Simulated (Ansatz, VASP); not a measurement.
One calculation of Mg2ZnS3, two programs

```xyz
6
Lattice="3.5731 0.0000 0.0000 0.0000 3.5731 0.0000 0.0000 0.0000 10.5530" Properties=species:S:1:pos:R:3 pbc="T T T"
Mg    0.0000    0.0000    8.2470
Mg    0.0000    0.0000    2.3059
Zn    1.7865    1.7865    5.2765
S     0.0000    0.0000    0.0000
S     1.7865    1.7865    3.0826
S     1.7865    1.7865    7.4704
```

Alike in both runs: functional PBE; k mesh 4 × 4 × 2; occupations gaussian, width 0.1 eV; no spin polarisation.

Ansatz relaxed the structure, and its values are those at the end. VASP's run is a single point on that final structure, the one shown.

```csv
,VASP,Ansatz
version,VASP 6.6.1,Ansatz 0.2.0
potentials or method,"VASP PAW PBE potentials, release 64 (Mg, Zn, S), cutoff 520 eV","scalar-relativistic, plane waves, PAW"
valence electrons in the cell,34,50
```

Ansatz gave:

* gap on the k mesh at the Fermi level (eV): none
* pressure (GPa): 0.1
* rms of the force components (eV/Å): 0.002

Question: Which values does VASP return?

Answer: gap on the k mesh at the Fermi level (eV): none; pressure (GPa): 0.0; rms of the force components (eV/Å): 0.012.

A gap of «none» marks a metal or a gap that the smearing closes. With one functional, cell and mesh, what is left measures potentials, basis and numerics. VASP's potentials hold 34 valence electrons a cell and Ansatz's 50, so a difference there can come from the potentials and not from the codes.

The k mesh is coarse, so the values compare programs but aren't converged.
